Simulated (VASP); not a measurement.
# WC (P1) in VASP: further runs

The runs below take WC through single point, with PBE.

Program: VASP 6.6.1. These are calculated values, not measurements. Logs are shortened: lines on timing, memory, paths and dates and some standing lists are left out, and cuts for length are marked.

### 1 The cell of the first run

The typed cell holds 16 atoms: a = 6.004 Å, b = 5.200 Å, c = 5.890 Å, α = 90.00°, β = 90.00°, γ = 90.00°.

### 2 Single point, PBE

The input, INCAR:

```
ALGO = Normal ; EDIFF = 1E-7
ENCUT = 520 ; GGA = PE
ISIF = 2 ; ISMEAR = -1
LASPH = True ; LCHARG = False
LREAL = Auto ; LWAVE = False
NBANDS = 86 ; NELM = 80
PREC = Accurate ; SIGMA = 0.36
```

The input, KPOINTS:

```
k-points
0
Gamma
  2 2 2
```

The input, POSCAR:

```
WC
1.0
   -3.0020810000     -5.1997570000      0.0000000000
    4.5031220000     -2.5998780000      0.0000000000
    0.0000000000      0.0000000000      5.8899640000
W C
8 8
Direct
    0.7476668675      0.4643348542      0.0141596791
    0.7662700484      0.5312102921      0.5138741086
    0.5194970113      0.0160937472     -0.0224958930
    0.5393159619      0.0007262078      0.5197824639
    0.2760464318      0.4512233397     -0.0214432550
    0.2669987141      0.5357065091      0.4952492070
   -0.0090859816      0.0044020898      0.0068761031
    0.0084567281     -0.0142594887      0.4961829987
    0.5086928404      0.6557310930      0.2302900323
    0.5268956368      0.6817899626      0.7329586395
    0.2954825930      0.1976101643      0.3023108460
    0.2813567326      0.1482428638      0.7312608362
    0.0511412212      0.7116018817      0.1756547239
   -0.0544069279      0.6656861607      0.7600725573
    0.7731865319      0.1347439836      0.1971998471
    0.7763118952      0.1733799774      0.7562694780
```

Potentials or basis: VASP PAW PBE potentials, release 64 (W_sv, C).

Started as:

```console
$ cat potpaw_PBE.64/W_sv/POTCAR potpaw_PBE.64/C/POTCAR > POTCAR
$ mpirun -np 1 vasp_std > vasp.out
```

OUTCAR:

```text
EDIFF = 1E-7
   ENCUT = 520
   GGA = PE
   ISIF = 2
   ISMEAR = -1
   LASPH = True
   LREAL = Auto
   NELM = 80
   PREC = Accurate

 ion  position               nearest neighbor table
   1  0.748  0.464  0.014-  15 2.03  16 2.15   9 2.16  14 2.18  10 2.40  13 2.42   3 2.71   7 2.80
                             5 2.84   2 2.97   2 2.97   7 3.17   5 3.18   3 3.19
   2  0.766  0.531  0.514-  14 1.94  10 2.08  16 2.35   9 2.37   8 2.78  15 2.78   4 2.80   1 2.97
                             1 2.97   6 3.00   6 3.01   4 3.08   8 3.19
   3  0.519  0.016  0.978-  15 2.09  12 2.15  16 2.18  10 2.26   9 2.39  11 2.52   5 2.69   4 2.70
                             1 2.71   7 2.84   7 3.18   1 3.19   4 3.20   5 3.28
   4  0.539  0.001  0.520-  10 2.08  12 2.13  16 2.18  11 2.20  15 2.46   9 2.48   3 2.70   2 2.80
                             8 2.82   6 2.92   2 3.08   8 3.19   3 3.20   6 3.23
   5  0.276  0.451  0.979-  12 2.15  13 2.24   9 2.30  11 2.32  10 2.41  14 2.61   3 2.69   1 2.84
                             6 2.88   7 2.89   6 3.08   1 3.18   3 3.28   7 3.35
   6  0.267  0.536  0.495-  11 2.10   9 2.22  10 2.23  12 2.45  13 2.46  14 2.57   8 2.81   5 2.88
                             4 2.92   2 3.00   2 3.01   5 3.08   4 3.23   8 3.25
   7  0.991  0.004  0.007-  15 1.85  13 1.85  16 2.15  14 2.30  12 2.50  11 2.72   1 2.80   3 2.84
                             8 2.89   5 2.89   8 3.01   1 3.17   3 3.18   5 3.35
   8  0.008  0.986  0.496-  16 2.29  12 2.31  14 2.31  11 2.34  13 2.38  15 2.39   2 2.78   6 2.81
                             4 2.82   7 2.89   7 3.01   2 3.19   4 3.19   6 3.25
   9  0.509  0.656  0.230-   1 2.16   6 2.22   5 2.30   2 2.37   3 2.39   4 2.48
  10  0.527  0.682  0.733-   4 2.08   2 2.08   6 2.23   3 2.26   1 2.40   5 2.41
  11  0.295  0.198  0.302-   6 2.10   4 2.20   5 2.32   8 2.34   3 2.52   7 2.72
  12  0.281  0.148  0.731-   4 2.13   5 2.15   3 2.15   8 2.31   6 2.45   7 2.50
  13  0.051  0.712  0.176-   7 1.85   5 2.24   8 2.38   1 2.42   6 2.46
  14  0.946  0.666  0.760-   2 1.94   1 2.18   7 2.30   8 2.31   6 2.57   5 2.61
  15  0.773  0.135  0.197-   7 1.85   1 2.03   3 2.09   8 2.39   4 2.46   2 2.78
  16  0.776  0.173  0.756-   7 2.15   1 2.15   3 2.18   4 2.18   8 2.29   2 2.35

  LATTYP: Found a simple orthorhombic cell.
 ALAT       =     5.1997570483
 B/A-ratio  =     1.1327383078
 C/A-ratio  =     1.1547005177

  Lattice vectors:

 A1 = (   4.5031220000,  -2.5998780000,   0.0000000000)
 A2 = (   0.0000000000,   0.0000000000,   5.8899640000)
 A3 = (  -3.0020810000,  -5.1997570000,   0.0000000000)

Analysis of symmetry for initial positions (statically):
=====================================================================
 Subroutine PRICEL returns:
 Original cell was already a primitive cell.

 Routine SETGRP: Setting up the symmetry group for a
 simple orthorhombic supercell.

 Subroutine GETGRP returns: Found  1 space group operations
 (whereof  1 operations were pure point group operations)
 out of a pool of  8 trial point group operations.

The static configuration has the point symmetry C_1 .

Analysis of symmetry for dynamics (positions and initial velocities):
=====================================================================
 Subroutine PRICEL returns:
 Original cell was already a primitive cell.

 Routine SETGRP: Setting up the symmetry group for a
 simple orthorhombic supercell.

 Subroutine GETGRP returns: Found  1 space group operations
 (whereof  1 operations were pure point group operations)
 out of a pool of  8 trial point group operations.

The dynamic configuration has the point symmetry C_1 .

 Subroutine INISYM returns: Found  1 space group operations
 (whereof  1 operations are pure point group operations),
 and found     1 'primitive' translations

----------------------------------------------------------------------------------------

                                     Primitive cell

  volume of cell :     183.8858

  direct lattice vectors                    reciprocal lattice vectors
    -3.002081000 -5.199757000  0.000000000    -0.083275549 -0.144237520  0.000000000
     4.503122000 -2.599878000  0.000000000     0.166551130 -0.096158336  0.000000000
     0.000000000  0.000000000  5.889964000     0.000000000  0.000000000  0.169780325

  length of vectors
     6.004162156  5.199757048  5.889964000     0.166551131  0.192316678  0.169780325

  position of ions in fractional coordinates (direct lattice)
     0.747666868  0.464334854  0.014159679
     0.766270048  0.531210292  0.513874109
     0.519497011  0.016093747  0.977504107
     0.539315962  0.000726208  0.519782464
     0.276046432  0.451223340  0.978556745
     0.266998714  0.535706509  0.495249207
[... 8 lines left out ...]
     0.773186532  0.134743984  0.197199847
     0.776311895  0.173379977  0.756269478

  ion indices of the primitive-cell ions
   primitive index   ion index
                 1           1
[... 52 lines left out ...]
   NGXF,Y,Z  is equivalent  to a cutoff of  26.58, 25.58, 27.10 a.u.
 SYSTEM =  unknown system
   PREC   = accura    normal or accurate (medium, high low for compatibility)
   ISTART =      0    job   : 0-new  1-cont  2-samecut
   ICHARG =      2    charge: 1-file 2-atom 10-const
   ISPIN  =      1    spin polarized calculation?
   LNONCOLLINEAR =      F non collinear calculations
   LSORBIT =      F    spin-orbit coupling
   LASPH  =      T    aspherical Exc in radial PAW
   ENCUT  =  520.0 eV  38.22 Ry    6.18 a.u.  11.16  9.67 10.95*2*pi/ulx,y,z
   NELM   =     80;   NELMIN=  2; NELMDL= -5     # of ELM steps
   EDIFF  = 0.1E-06   stopping-criterion for ELM
   LREAL  =      T    real-space projection
   EDIFFG = 0.1E-05   stopping-criterion for IOM
   NSW    =      0    number of steps for IOM
   IBRION =     -1    ionic relax: 0-MD 1-quasi-New 2-CG
   NFREE  =      0    steps in history (QN), initial steepest desc. (CG)
   ISIF   =      2    stress and relaxation
   ISYM   =      2    0-nonsym 1-usesym 2-fastsym
   POTIM  = 0.5000    time-step for ionic-motion
   TEBEG  =    0.0;   TEEND  =   0.0 temperature during run
   PSTRESS=    0.0 pullay stress
   NELECT =     144.0000    total number of electrons
   NUPDOWN=      -1.0000    fix difference up-down
   EMIN   =  10.00;   EMAX   =-10.00  energy-range for DOS
   EFERMI =   0.00;   METHOD = LEGACY
   ISMEAR =    -1;   SIGMA  =   0.36  broadening in eV -4-tet -1-fermi 0-gaus
   EFERMI_NEDOS =   21; number of points for ismear=-14 and -15
   IALGO  =     38    algorithm
   IMIX   =      4    mixing-type and parameters
     AMIX     =   0.40;   BMIX     =  1.00
     AMIX_MAG =   1.60;   BMIX_MAG =  1.00
  volume/ion in A,a.u.               =      11.49        77.56
  Fermi-wavevector in a.u.,A,eV,Ry     =   1.508967  2.851533 30.980196  2.276980
  Thomas-Fermi vector in A             =   2.619351
   LORBIT       =      0    0 simple, 1 ext, 2 COOP (PROOUT), +10 PAW based schemes
   GGA     = PE    functional components
   LHFCALC =     F    Hartree Fock is set to
   AEXX    =    0.0000 exact exchange contribution
   IVDW    =     0    specifies the selected vdW correction
   LEPSILON=     F    determine dielectric tensor
   LRPA    =     F    only Hartree local field effects (RPA)
 non-spin polarized calculation
  energy-cutoff  :      520.00
  volume of cell :      183.89
 maximum number of plane-waves:      4992
 NGX is ok and might be reduce to    48
   NGX = 23   NGY = 19   NGZ = 21

 number of electron     144.0000004 magnetization

 Free energy of the ion-electron system (eV)
  ---------------------------------------------------
  ext. energy  EPLUGINS =         0.00000000
  ---------------------------------------------------
  free energy    TOTEN  =      -170.60670959 eV

  energy without entropy =     -168.05780446  energy(sigma->0) =     -169.33225703

 E-fermi :  10.0957     XC(G=0): -13.1677

 val. band max:       10.0021512469   @ k =   0.5000   0.0000   0.0000
 cond. band min:      10.1291038518   @ k =  -0.0000   0.5000   0.5000
 fundamental gap:      0.1269526050
 Fermi energy:        10.0956822692

 k-point     1 :       0.0000    0.0000    0.0000
  band No.  band energies     occupation
      1     -64.4504      2.00000
      2     -64.3803      2.00000
      3     -64.3136      2.00000
      4     -64.3003      2.00000
      5     -64.2597      2.00000
      6     -64.2070      2.00000
[... 685 lines left out ...]
     83      13.0237      0.00059
     84      13.2189      0.00034
 [bands above 84 left out]

------------------------ aborting loop because EDIFF is reached ----------------------------------------

  FORCE on cell =-STRESS in cart. coord.  units (eV):
  Direction    XX          YY          ZZ          XY          YZ          ZX
  --------------------------------------------------------------------------------------
  -------------------------------------------------------------------------------------
  Total        2.8063108     -6.6753493     -8.7742692      1.2323974     -0.4885078     -0.4445750
  in kB       24.4510914    -58.1616173    -76.4492859     10.7377494     -4.2563168     -3.8735352
  external PRESSURE =     -36.7199373 kB  Pullay stress =       0.0000000 kB

 VOLUME and BASIS-vectors are now :
 -----------------------------------------------------------------------------
  energy-cutoff  :      520.00
  volume of cell :      183.89
      direct lattice vectors                 reciprocal lattice vectors
    -3.002081000 -5.199757000  0.000000000    -0.083275549 -0.144237520  0.000000000
     4.503122000 -2.599878000  0.000000000     0.166551130 -0.096158336  0.000000000
     0.000000000  0.000000000  5.889964000     0.000000000  0.000000000  0.169780325

 POSITION                                       TOTAL-FORCE (eV/Angst)
 -----------------------------------------------------------------------------------
     -0.15360     -5.09490      0.08340         3.596426     -3.683595     -1.779851
      0.09170     -5.36550      3.02670        -1.874629      2.681380     -2.432364
     -1.48710     -2.74310      5.75746        -2.341134      2.562217      2.881166
     -1.61580     -2.80620      3.06150         1.721851      0.945058     -4.296092
      1.20320     -2.60850      5.76366         3.544389     -1.198987      1.898977
      1.61080     -2.78110      2.91700        -1.770693      1.261648     -0.276099
[... 8 lines left out ...]
     -1.71440     -4.37070      1.16150         2.596847      1.464937      6.085178
     -1.54980     -4.48740      4.45440         0.031440      1.409037     -1.782315
 -----------------------------------------------------------------------------------
    total drift:                                0.018543      0.012986     -0.003240

  FREE ENERGIE OF THE ION-ELECTRON SYSTEM (eV)
  ---------------------------------------------------
  free  energy   TOTEN  =      -170.6067095938 eV

  energy  without entropy=     -168.0578044648  energy(sigma->0) =     -169.33225703
```

Run time: 2.3 min. Hardware: 1 thread of Intel Xeon 6975P-C (Granite Rapids), shared host; peak memory 0.32 GiB.

What came out:

```
Free energy            : -170.6067 eV
Pressure               : -3.7 GPa
Largest force          : 8.077 eV/Å
Band gap on the k mesh : zero (bands 72 and 73 overlap by 0.32 eV)
```

Forces in eV/Å, atoms in the order of the input:
```
W    3.596 -3.684 -1.780
W   -1.875  2.681 -2.432
W   -2.341  2.562  2.881
W    1.722  0.945 -4.296
W    3.544 -1.199  1.899
W   -1.771  1.262 -0.276
W   -2.229 -4.385 -6.406
W    0.894 -2.422  0.331
C    0.176 -0.937  0.963
C   -0.398  2.125  0.938
C   -0.372  1.299 -2.106
C    1.919  0.783  0.458
C   -4.684  2.387  5.228
C   -0.809 -4.292  0.296
C    2.597  1.465  6.085
C    0.031  1.409 -1.782
```

Caveat: the k points lie up to 0.60 Å⁻¹ apart; so wide a smearing shifts energies and pressures; spin-orbit coupling is left out, which moves the levels of the heavy elements; forces of over 1 eV/Å act on the atoms, so gaps and moduli don't describe the material at rest.

### 3 Single point, PBE

The input, INCAR:

```
PREC = Accurate ; ENCUT = 520
EDIFF = 1E-6 ; ISMEAR = -1
SIGMA = 0.36 ; LREAL = Auto
LASPH = T ; NELM = 60
ALGO = Normal ; ISIF = 2
LWAVE = F ; LCHARG = F
GGA = PE ; NBANDS = 86
```

The input, KPOINTS:

```
regular mesh
0
Gamma
  2 2 2
```

The input, POSCAR:

```
WC
1.0
   -3.0020810000     -5.1997570000      0.0000000000
    4.5031220000     -2.5998780000      0.0000000000
    0.0000000000      0.0000000000      5.8899640000
W C
8 8
Direct
    0.7866966759      0.4214691815     -0.0146350640
    0.8029460628      0.4665894282      0.5185600455
    0.5209677963     -0.0133490670     -0.0550427812
    0.5209977007      0.0008610245      0.5077620169
    0.2829370883      0.4798670916      0.0112734136
    0.2705975204      0.5078156165      0.5080676215
   -0.0182842463     -0.0204726384     -0.0136673161
    0.0501931946     -0.0352679683      0.4769638660
    0.5030725736      0.6399703616      0.2191863991
    0.5368591186      0.5864363789      0.7721439384
    0.2985488416      0.1053197770      0.2110708996
    0.2541282759      0.1591592830      0.7940625783
    0.0164547774      0.6508148290      0.2341270677
    0.0593688882      0.6629911895      0.7777297111
    0.8001642224      0.1417145280      0.2572511479
    0.7781972323      0.1376847275      0.7416683701
```

Potentials or basis: VASP PAW PBE potentials, release 64 (W_sv, C).

Started as:

```console
$ cat potpaw_PBE.64/W_sv/POTCAR potpaw_PBE.64/C/POTCAR > POTCAR
$ mpirun -np 1 vasp_std > vasp.out
```

Run time: 2 min. Hardware: 1 thread of Intel Xeon 6975P-C (Granite Rapids), shared host; peak memory 0.32 GiB.

It converged, with:

* Free energy: -171.4298 eV
* Pressure: -8.9 GPa
* Largest force: 7.730 eV/Å
* Band gap on the k mesh: zero (bands 72 and 73 overlap by 0.15 eV)

Forces in eV/Å, atoms in the order of the input:
```
W    6.567 -2.600  3.140
W    1.370  1.307 -3.026
W   -2.380  2.239  6.223
W   -1.776  0.475 -3.727
W   -0.214  1.754 -0.836
W   -2.823 -0.670 -0.632
W   -5.294 -4.160  1.452
W    2.372  0.507  1.284
C   -0.404 -2.338  2.630
C    1.822 -0.858 -2.213
C    1.963  0.461  1.887
C   -0.660  0.231 -3.933
C   -1.213  0.211  1.162
C   -0.255  2.152 -2.460
C    1.165  1.275  1.190
C   -0.240  0.013 -2.141
```

Stress tensor (GPa, compression positive):
```
 -3.35   0.24  -0.43
  0.24 -11.07  -3.90
 -0.43  -3.90 -12.16
```

Levels at points of the mesh, in eV from the Fermi level:
```csv
k point,band 68,band 69,band 70,band 71,band 72,band 73,band 74,band 75,band 76,band 77
"(0.00, 0.00, 0.00)",-1.01,-0.79,-0.55,-0.48,-0.39,-0.04,0.66,0.96,1.24,1.56
"(0.50, 0.00, 0.00)",-1.39,-1.09,-0.73,-0.42,-0.07,0.32,0.59,0.72,0.94,1.10
"(0.00, 0.50, 0.00)",-1.50,-0.81,-0.64,-0.38,-0.04,0.72,1.09,1.28,1.72,1.76
"(0.50, 0.50, 0.00)",-1.60,-1.54,-1.37,-0.79,-0.67,0.72,1.02,1.09,1.38,1.50
"(0.00, 0.00, 0.50)",-1.30,-0.95,-0.85,-0.29,0.02,0.22,0.51,0.78,1.09,1.18
"(0.50, 0.00, 0.50)",-1.37,-1.31,-0.99,-0.63,-0.34,-0.13,0.25,0.38,0.80,1.19
"(0.00, 0.50, 0.50)",-1.39,-1.27,-0.94,-0.76,-0.71,0.20,0.54,0.71,1.22,1.46
"(0.50, 0.50, 0.50)",-1.57,-1.57,-1.17,-1.06,-0.62,0.49,0.66,0.78,0.96,1.40
```

Caveat: the k points lie up to 0.60 Å⁻¹ apart; so wide a smearing shifts energies and pressures; spin-orbit coupling is left out, which moves the levels of the heavy elements; forces of over 1 eV/Å act on the atoms, so gaps and moduli don't describe the material at rest.

### 4 Single point, PBE

The input, INCAR:

```
ALGO = Normal ; EDIFF = 1E-7
ENCUT = 520 ; GGA = PE
ISIF = 2 ; ISMEAR = -1
LASPH = T ; LCHARG = F
LREAL = Auto ; LWAVE = F
NBANDS = 86 ; NELM = 60
PREC = Accurate ; SIGMA = 0.36
```

The input, KPOINTS:

```
k-points
0
Gamma
  2 2 2
```

The input, POSCAR:

```
WC
1.0
   -3.0020810000     -5.1997570000      0.0000000000
    4.5031220000     -2.5998780000      0.0000000000
    0.0000000000      0.0000000000      5.8899640000
W C
8 8
Direct
    0.7936714301      0.4609837176     -0.0323091958
    0.8148626444      0.4052929640      0.4867432127
    0.5397939530     -0.0401931882     -0.0271139178
    0.5159756086     -0.0050186135      0.4599858335
    0.2958267126      0.4812429584     -0.0013412646
    0.3019219170      0.4750912923      0.5133647676
    0.0181708316     -0.0567272421     -0.0007470334
    0.0768874706     -0.0287306418      0.5086278965
    0.5026430426      0.6442141980      0.2272679426
    0.5117218176      0.6357878703      0.7552507961
    0.3067589031      0.1421713812      0.2348571231
    0.3157488189      0.1080369419      0.7163880798
    0.0341367922      0.5660253965      0.2270981622
    0.0543000872      0.6054717727      0.7362693558
    0.7101375570      0.1866461684      0.1861471479
    0.8069224709      0.1136204212      0.7542490922
```

Started as:

```console
$ cat potpaw_PBE.64/W_sv/POTCAR potpaw_PBE.64/C/POTCAR > POTCAR
$ mpirun -np 1 vasp_std > vasp.out
```

Run time: 2.5 min. Hardware: 1 thread of Intel Xeon 6975P-C (Granite Rapids), shared host; peak memory 0.32 GiB.

It converged, with:

| Property | Result |
| --- | --- |
| Free energy | -172.2328 eV |
| Pressure | -5.5 GPa |
| Largest force | 6.083 eV/Å |
| Band gap on the k mesh | zero (bands 72 and 73 overlap by 0.04 eV) |

Forces on the atoms (eV/Å):
```
W    1.356  0.184  0.673
W    2.565 -0.876 -0.799
W    0.671  1.584  0.062
W   -5.323 -2.671  1.235
W   -1.776  2.796 -0.465
W   -0.918  0.868 -3.224
W   -0.319 -1.765 -0.214
W    0.512  3.879 -1.175
C   -0.031 -2.159  0.918
C   -1.447 -1.950 -1.085
C    1.489  2.576 -0.941
C    2.216  0.121  2.120
C    2.280 -1.199  0.879
C    1.612  0.075  0.506
C   -3.209 -1.229  2.987
C    0.321 -0.236 -1.478
```

Stress tensor (GPa, compression positive):
```
 -5.43   3.04  -0.51
  3.04  -0.71  -3.71
 -0.51  -3.71 -10.34
```

Levels at points of the mesh, in eV from the Fermi level:
| k point | band 69 | band 70 | band 71 | band 72 | band 73 | band 74 | band 75 | band 76 |
| --- | --- | --- | --- | --- | --- | --- | --- | --- |
| (0.00, 0.00, 0.00) | -0.75 | -0.58 | -0.52 | 0.07 | 0.32 | 0.50 | 0.93 | 1.01 |
| (0.50, 0.00, 0.00) | -1.03 | -0.77 | -0.15 | -0.10 | 0.03 | 0.44 | 0.68 | 0.99 |
| (0.00, 0.50, 0.00) | -0.72 | -0.62 | -0.29 | 0.04 | 0.49 | 0.98 | 1.27 | 1.30 |
| (0.50, 0.50, 0.00) | -1.44 | -1.22 | -0.71 | -0.50 | 0.54 | 0.90 | 1.16 | 1.27 |
| (0.00, 0.00, 0.50) | -1.04 | -0.91 | -0.44 | -0.03 | 0.23 | 0.47 | 0.60 | 1.02 |
| (0.50, 0.00, 0.50) | -1.18 | -1.04 | -0.82 | -0.32 | 0.07 | 0.26 | 0.40 | 0.97 |
| (0.00, 0.50, 0.50) | -1.24 | -1.13 | -1.00 | -0.52 | 0.11 | 0.45 | 0.58 | 1.18 |
| (0.50, 0.50, 0.50) | -1.48 | -1.36 | -0.89 | -0.65 | 0.38 | 0.46 | 1.03 | 1.17 |

Caveat: the k points lie up to 0.60 Å⁻¹ apart; so wide a smearing shifts energies and pressures; spin-orbit coupling is left out, which moves the levels of the heavy elements; forces of over 1 eV/Å act on the atoms, so gaps and moduli don't describe the material at rest.

### 5 The runs side by side

| cell | gap on the mesh (eV) | pressure (GPa) | largest force (eV/Å) |
| --- | --- | --- | --- |
| as given, atomic positions A | none | -3.7 | 8.08 |
| as given, atomic positions B | none | -8.9 | 7.73 |
| as given, atomic positions C | none | -5.5 | 6.08 |

Alike in all rows: task single point; level PBE; potentials or basis VASP PAW PBE potentials, release 64 (W_sv, C); no spin polarisation; k mesh 2 × 2 × 2; cutoff (eV) 520; smearing fermi-dirac 0.36 eV.

Caveats: all runs use coarse meshes; so wide a smearing shifts energies and pressures; spin-orbit coupling is left out, which moves the levels of the heavy elements; forces of over 1 eV/Å act on the atoms, so gaps and moduli don't describe the material at rest.

Absolute energies hang on the potentials; compare differences alone.

The gap in the log of VASP goes by the Fermi energy; the results here count the filled bands.